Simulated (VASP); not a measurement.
# B (P-3m1) in VASP: notebook

The runs below take B through single point, with PBE.

All numbers are computed with VASP 6.6.1; they aren't measurements. Logs are shortened: lines on timing, memory, paths and dates and some standing lists are left out, and cuts for length are marked.

**1. The cell of the first run**

Symmetry: P-3m1, No. 164, trigonal system. Conventional cell: a = 2.397 Å, b = 2.397 Å, c = 9.257 Å, α = 90.00°, β = 90.00°, γ = 120.00°. Within 2.5 Å of B (site symmetry 3m) lie 12 B at 1.90 to 2.40 Å. Within 2.5 Å of B (site symmetry 3m) lie 12 B at 1.92 to 2.40 Å. B (site symmetry 3m) has 12 B at 1.89 to 2.40 Å within 2.5 Å. Within 2.5 Å of B (site symmetry -3m) lie 12 B at 1.89 to 2.40 Å.

**2. Single point, PBE**

The input, INCAR:

```
SYSTEM = B
PREC = Accurate
ENCUT = 520
EDIFF = 1E-7
ISMEAR = 0
SIGMA = 0.1
LREAL = .False.
LASPH = .True.
NELM = 80
ALGO = Normal
ISIF = 2
LWAVE = .False.
LCHARG = .False.
GGA = PE
NBANDS = 20
```

The input, KPOINTS:

```
regular mesh
0
Gamma
  6 6 2
  0 0 0
```

The input, POSCAR:

```
B
1.0
    2.3968587606      0.0000000028      0.0000000000
   -1.1984293827      2.0757405746      0.0000000000
    0.0000000000      0.0000000000      9.2569210259
B
7
Direct
    0.3333333333      0.6666666667      0.7808725370
    0.6666666667      0.3333333333      0.9241937610
    0.3333333333      0.6666666667      0.0758062390
    0.6666666667      0.3333333333      0.2191274630
    0.3333333333      0.6666666667      0.3604430248
    0.0000000000      0.0000000000      0.5000000000
    0.6666666667      0.3333333333      0.6395569752
```

Potentials or basis: VASP PAW PBE potentials, release 64 (B).

Launch:

```bash
$ cat potpaw_PBE.64/B/POTCAR > POTCAR
$ mpirun -np 1 vasp_std > vasp.out
```

OUTCAR:

```text
SYSTEM = B
   PREC = Accurate
   ENCUT = 520
   EDIFF = 1E-7
   ISMEAR = 0
   LREAL = .False.
   LASPH = .True.
   NELM = 80
   ISIF = 2
   GGA = PE

 ion  position               nearest neighbor table
   1  0.333  0.667  0.781-   7 1.90   7 1.90   7 1.90   2 1.92   2 1.92   2 1.92
   2  0.667  0.333  0.924-   1 1.92   1 1.92   1 1.92   3 1.97   3 1.97   3 1.97
   3  0.333  0.667  0.076-   4 1.92   4 1.92   4 1.92   2 1.97   2 1.97   2 1.97
   4  0.667  0.333  0.219-   5 1.90   5 1.90   5 1.90   3 1.92   3 1.92   3 1.92
   5  0.333  0.667  0.360-   6 1.89   6 1.89   6 1.89   4 1.90   4 1.90   4 1.90
   6  0.000  0.000  0.500-   5 1.89   7 1.89   7 1.89   5 1.89   7 1.89   5 1.89
   7  0.667  0.333  0.640-   6 1.89   6 1.89   6 1.89   1 1.90   1 1.90   1 1.90

  LATTYP: Found a hexagonal cell.
 ALAT       =     2.3968587606
 C/A-ratio  =     3.8621053431

  Lattice vectors:

 A1 = (   2.3968587606,   0.0000000028,   0.0000000000)
 A2 = (  -1.1984293827,   2.0757405746,   0.0000000000)
 A3 = (   0.0000000000,   0.0000000000,   9.2569210259)

Analysis of symmetry for initial positions (statically):
=====================================================================
 Subroutine PRICEL returns:
 Original cell was already a primitive cell.

 Routine SETGRP: Setting up the symmetry group for a
 hexagonal supercell.

 Subroutine GETGRP returns: Found 12 space group operations
 (whereof 12 operations were pure point group operations)
 out of a pool of 24 trial point group operations.

The static configuration has the point symmetry D_3d.

Analysis of symmetry for dynamics (positions and initial velocities):
=====================================================================
 Subroutine PRICEL returns:
 Original cell was already a primitive cell.

 Routine SETGRP: Setting up the symmetry group for a
 hexagonal supercell.

 Subroutine GETGRP returns: Found 12 space group operations
 (whereof 12 operations were pure point group operations)
 out of a pool of 24 trial point group operations.

The dynamic configuration has the point symmetry D_3d.

 Subroutine INISYM returns: Found 12 space group operations
 (whereof 12 operations are pure point group operations),
 and found     1 'primitive' translations

----------------------------------------------------------------------------------------

                                     Primitive cell

  volume of cell :      46.0556

  direct lattice vectors                    reciprocal lattice vectors
     2.396858761  0.000000003  0.000000000     0.417212735  0.240877886  0.000000000
    -1.198429383  2.075740575  0.000000000    -0.000000001  0.481755770  0.000000000
     0.000000000  0.000000000  9.256921026     0.000000000  0.000000000  0.108027280

  length of vectors
     2.396858761  2.396858761  9.256921026     0.481755770  0.481755770  0.108027280

  position of ions in fractional coordinates (direct lattice)
     0.333333333  0.666666667  0.780872537
     0.666666667  0.333333333  0.924193761
     0.333333333  0.666666667  0.075806239
     0.666666667  0.333333333  0.219127463
     0.333333333  0.666666667  0.360443025
     0.000000000  0.000000000  0.500000000
     0.666666667  0.333333333  0.639556975

  ion indices of the primitive-cell ions
   primitive index   ion index
                 1           1
                 2           2
                 3           3
                 4           4
                 5           5
                 6           6
                 7           7

----------------------------------------------------------------------------------------

 KPOINTS: regular mesh

Automatic generation of k-mesh.
 Grid dimensions read from file:
 generate k-points for:    6    6    2

 Generating k-lattice:

  Cartesian coordinates                     Fractional coordinates (reciprocal lattice)
     0.069535456  0.040146314  0.000000000     0.166666667  0.000000000  0.000000000
    -0.000000000  0.080292628  0.000000000     0.000000000  0.166666667  0.000000000
     0.000000000  0.000000000  0.054013640     0.000000000  0.000000000  0.500000000

  Length of vectors
     0.080292628  0.080292628  0.054013640

  Shift w.r.t. Gamma in fractional coordinates (k-lattice)
     0.000000000  0.000000000  0.000000000

 Subroutine IBZKPT returns following result:
 ===========================================

 Found     14 irreducible k-points:

 Following reciprocal coordinates:
            Coordinates               Weight
  0.000000  0.000000  0.000000      1.000000
  0.166667 -0.000000  0.000000      6.000000
  0.333333 -0.000000  0.000000      6.000000
  0.500000 -0.000000  0.000000      3.000000
  0.166667  0.166667  0.000000      6.000000
  0.333333  0.166667  0.000000     12.000000
  0.333333  0.333333  0.000000      2.000000
  0.000000  0.000000  0.500000      1.000000
  0.166667 -0.000000  0.500000      6.000000
  0.333333 -0.000000  0.500000      6.000000
  0.500000 -0.000000  0.500000      3.000000
  0.166667  0.166667  0.500000      6.000000
  0.333333  0.166667  0.500000     12.000000
  0.333333  0.333333  0.500000      2.000000
   k-points           NKPTS =     14   k-points in BZ     NKDIM =     14   number of bands    NBANDS=     20
   number of dos      NEDOS =    301   number of ions     NIONS =      7
   total plane-waves  NPLWV =  22680
   dimension x,y,z NGX =    18 NGY =   18 NGZ =   70
   dimension x,y,z NGXF=    36 NGYF=   36 NGZF=  140
   ions per type =               7
   NGX,Y,Z   is equivalent  to a cutoff of  12.48, 12.48, 12.57 a.u.
   NGXF,Y,Z  is equivalent  to a cutoff of  24.97, 24.97, 25.14 a.u.
 SYSTEM =  B
   PREC   = accura    normal or accurate (medium, high low for compatibility)
   ISTART =      0    job   : 0-new  1-cont  2-samecut
   ICHARG =      2    charge: 1-file 2-atom 10-const
   ISPIN  =      1    spin polarized calculation?
   LNONCOLLINEAR =      F non collinear calculations
   LSORBIT =      F    spin-orbit coupling
   LASPH  =      T    aspherical Exc in radial PAW
   ENCUT  =  520.0 eV  38.22 Ry    6.18 a.u.   4.46  4.46 17.21*2*pi/ulx,y,z
   NELM   =     80;   NELMIN=  2; NELMDL= -5     # of ELM steps
   EDIFF  = 0.1E-06   stopping-criterion for ELM
   LREAL  =      F    real-space projection
   EDIFFG = 0.1E-05   stopping-criterion for IOM
   NSW    =      0    number of steps for IOM
   IBRION =     -1    ionic relax: 0-MD 1-quasi-New 2-CG
   NFREE  =      0    steps in history (QN), initial steepest desc. (CG)
   ISIF   =      2    stress and relaxation
   ISYM   =      2    0-nonsym 1-usesym 2-fastsym
   POTIM  = 0.5000    time-step for ionic-motion
   TEBEG  =    0.0;   TEEND  =   0.0 temperature during run
   PSTRESS=    0.0 pullay stress
   NELECT =      21.0000    total number of electrons
   NUPDOWN=      -1.0000    fix difference up-down
   EMIN   =  10.00;   EMAX   =-10.00  energy-range for DOS
   EFERMI =   0.00;   METHOD = LEGACY
   ISMEAR =     0;   SIGMA  =   0.10  broadening in eV -4-tet -1-fermi 0-gaus
   EFERMI_NEDOS =   21; number of points for ismear=-14 and -15
   IALGO  =     38    algorithm
   IMIX   =      4    mixing-type and parameters
     AMIX     =   0.40;   BMIX     =  1.00
     AMIX_MAG =   1.60;   BMIX_MAG =  1.00
  volume/ion in A,a.u.               =       6.58        44.40
  Fermi-wavevector in a.u.,A,eV,Ry     =   1.260048  2.381146 21.602270  1.587722
  Thomas-Fermi vector in A             =   2.393578
   LORBIT       =      0    0 simple, 1 ext, 2 COOP (PROOUT), +10 PAW based schemes
   GGA     = PE    functional components
   LHFCALC =     F    Hartree Fock is set to
   AEXX    =    0.0000 exact exchange contribution
   IVDW    =     0    specifies the selected vdW correction
   LEPSILON=     F    determine dielectric tensor
   LRPA    =     F    only Hartree local field effects (RPA)
 non-spin polarized calculation
 Gauss-broadening in eV      SIGMA  =   0.10
  energy-cutoff  :      520.00
  volume of cell :       46.06
 maximum number of plane-waves:      1282
 NGX is ok and might be reduce to    18
   NGX =  9   NGY =  9   NGZ = 35

 number of electron      20.9999998 magnetization

 Free energy of the ion-electron system (eV)
  ---------------------------------------------------
  ext. energy  EPLUGINS =         0.00000000
  ---------------------------------------------------
  free energy    TOTEN  =       -37.67053839 eV

  energy without entropy =      -37.66725068  energy(sigma->0) =      -37.66889453

 E-fermi :   8.5067     XC(G=0): -12.4881

 val. band max:        8.2467873500   @ k =   0.1667   0.1667   0.5000
 cond. band min:       8.5799290625   @ k =   0.1667   0.1667   0.0000
 fundamental gap:      0.3331417125
 Fermi energy:         8.5067392662

 k-point     1 :       0.0000    0.0000    0.0000
  band No.  band energies     occupation
      1      -8.7345      2.00000
      2      -7.4239      2.00000
      3      -7.2531      2.00000
      4      -3.2234      2.00000
      5      -3.1795      2.00000
      6       2.9391      2.00000
[... 12 lines left out ...]
     19      18.5361      0.00000
     20      18.5679      0.00000

 k-point     2 :       0.1667   -0.0000    0.0000
  band No.  band energies     occupation
      1      -7.9506      2.00000
      2      -6.6470      2.00000
      3      -6.4739      2.00000
      4      -2.4672      2.00000
      5      -2.4247      2.00000
      6       3.6965      2.00000
[... 12 lines left out ...]
     19      17.6429      0.00000
     20      18.4811      0.00000
[... 235 lines left out ...]
      3      -0.5041      2.00000
      4      -0.3291      2.00000
      5       1.4733      2.00000
      6       1.6282      2.00000
[... 12 lines left out ...]
     19      15.0478      0.00000
     20      17.1541      0.00000

 k-point    14 :       0.3333    0.3333    0.5000
  band No.  band energies     occupation
      1       0.6357      2.00000
      2       0.6357      2.00000
      3       0.7912      2.00000
      4       0.7912      2.00000
      5       1.0840      2.00000
      6       1.2359      2.00000
[... 12 lines left out ...]
     19      15.0702      0.00000
     20      15.0702      0.00000

------------------------ aborting loop because EDIFF is reached ----------------------------------------

  FORCE on cell =-STRESS in cart. coord.  units (eV):
  Direction    XX          YY          ZZ          XY          YZ          ZX
  --------------------------------------------------------------------------------------
  -------------------------------------------------------------------------------------
  Total       -0.0515247     -0.0515247     -0.0140614     -0.0000000      0.0000000      0.0000000
  in kB       -1.7924368     -1.7924368     -0.4891652     -0.0000000      0.0000000      0.0000000
  external PRESSURE =      -1.3580129 kB  Pullay stress =       0.0000000 kB

 VOLUME and BASIS-vectors are now :
 -----------------------------------------------------------------------------
  energy-cutoff  :      520.00
  volume of cell :       46.06
      direct lattice vectors                 reciprocal lattice vectors
     2.396858761  0.000000003  0.000000000     0.417212735  0.240877886  0.000000000
    -1.198429383  2.075740575  0.000000000    -0.000000001  0.481755770  0.000000000
     0.000000000  0.000000000  9.256921026     0.000000000  0.000000000  0.108027280

 POSITION                                       TOTAL-FORCE (eV/Angst)
 -----------------------------------------------------------------------------------
     -0.00000      1.38383      7.22848         0.000000      0.000000      0.002115
      1.19843      0.69191      8.55519         0.000000      0.000000      0.012672
     -0.00000      1.38383      0.70173        -0.000000      0.000000     -0.012672
      1.19843      0.69191      2.02845        -0.000000     -0.000000     -0.002115
     -0.00000      1.38383      3.33659         0.000000     -0.000000      0.015036
      0.00000      0.00000      4.62846        -0.000000     -0.000000      0.000000
      1.19843      0.69191      5.92033        -0.000000      0.000000     -0.015036
 -----------------------------------------------------------------------------------
    total drift:                               -0.000000     -0.000000      0.000000

  FREE ENERGIE OF THE ION-ELECTRON SYSTEM (eV)
  ---------------------------------------------------
  free  energy   TOTEN  =       -37.6705383928 eV

  energy  without entropy=      -37.6672506764  energy(sigma->0) =      -37.66889453
```

Run time: 16 s. Hardware: 1 thread of Intel Xeon 6975P-C, shared host; peak memory 0.15 GiB.

Results:

```yaml
Free_energy: -37.6705 eV
Pressure: -0.1 GPa
Largest_force: 0.015 eV/Å
```

Forces in eV/Å, atoms in the order of the input:
```
B    0.000  0.000  0.002
B    0.000  0.000  0.013
B    0.000  0.000 -0.013
B    0.000  0.000 -0.002
B    0.000  0.000  0.015
B    0.000  0.000  0.000
B    0.000  0.000 -0.015
```

Stress tensor (GPa, compression positive):
```
-0.18  0.00  0.00
 0.00 -0.18  0.00
 0.00  0.00 -0.05
```

Levels at points of the mesh, in eV from the Fermi level:
| k point | band 7 | band 8 | band 9 | band 10 | band 11 | band 12 | band 13 | band 14 |
| --- | --- | --- | --- | --- | --- | --- | --- | --- |
| (0.00, 0.00, 0.00) | -5.30 | 5.47 | 5.47 | 5.83 | 5.83 | 7.08 | 7.29 | 7.29 |
| (0.50, 0.00, 0.00) | -6.46 | -4.85 | -3.31 | -2.43 | 0.31 | 0.39 | 1.79 | 1.99 |
| (0.00, 0.00, 0.50) | -3.47 | 5.12 | 5.39 | 5.39 | 6.19 | 6.19 | 6.50 | 6.50 |
| (0.50, 0.00, 0.50) | -7.02 | -5.57 | -2.14 | -1.32 | -0.98 | 0.46 | 0.62 | 0.80 |

Caveat: the k points lie up to 0.50 Å⁻¹ apart.

**3. Single point, PBE**

This run uses another cell than the first one, of 7.32 Å³/atom, 1.113 times its volume.

INCAR is that of step 2.

The input, KPOINTS:

```
Automatic mesh
0
Gamma
  6 6 2
  0 0 0
```

The input, POSCAR:

```
B
1.0
    2.4741264900      0.0000000000      0.0000000000
   -1.2370632500      2.1426563900      0.0000000000
    0.0000000000      0.0000000000      9.6651630600
B
7
Direct
    0.3333333300      0.6666666700      0.7857142900
    0.6666666700      0.3333333300      0.9285714300
    0.3333333300      0.6666666700      0.0714285700
    0.6666666700      0.3333333300      0.2142857100
    0.3333333300      0.6666666700      0.3571428600
    0.0000000000      0.0000000000      0.5000000000
    0.6666666700      0.3333333300      0.6428571400
```

Potentials or basis: VASP PAW PBE potentials, release 64 (B).

Launch:

```bash
$ cat potpaw_PBE.64/B/POTCAR > POTCAR
$ mpirun -np 1 vasp_std > vasp.out
```

Wall time 17 s (1 thread of Intel Xeon 6975P-C, shared host); peak memory 0.15 GiB.

The run converged. Its results:

```
Free energy   : -37.2583 eV
Pressure      : -20.5 GPa
Largest force : 0.307 eV/Å
```

Forces in eV/Å, atoms in the order of the input:
```
B    0.000  0.000 -0.242
B    0.000  0.000 -0.189
B    0.000  0.000  0.189
B    0.000  0.000  0.242
B    0.000  0.000  0.307
B    0.000  0.000  0.000
B    0.000  0.000 -0.307
```

Stress tensor (GPa, compression positive):
```
-15.33   0.00   0.00
  0.00 -15.33   0.00
  0.00   0.00 -30.93
```

Levels at points of the mesh, in eV from the Fermi level:
```tsv
k point	band 6	band 7	band 8	band 9	band 10	band 11	band 12	band 13	band 14	band 15
(0.00, 0.00, 0.00)	-5.18	-5.15	5.07	5.07	5.58	5.58	6.60	6.73	6.91	6.91
(0.50, 0.00, 0.00)	-8.08	-5.91	-4.66	-3.19	-2.46	0.37	0.48	1.90	1.93	2.03
(0.00, 0.00, 0.50)	-8.21	-3.33	4.38	5.02	5.02	5.90	5.90	6.12	6.12	8.14
(0.50, 0.00, 0.50)	-7.35	-6.49	-5.39	-2.12	-1.24	-1.06	0.24	0.78	0.92	3.09
```

Caveat: the k points lie up to 0.49 Å⁻¹ apart.
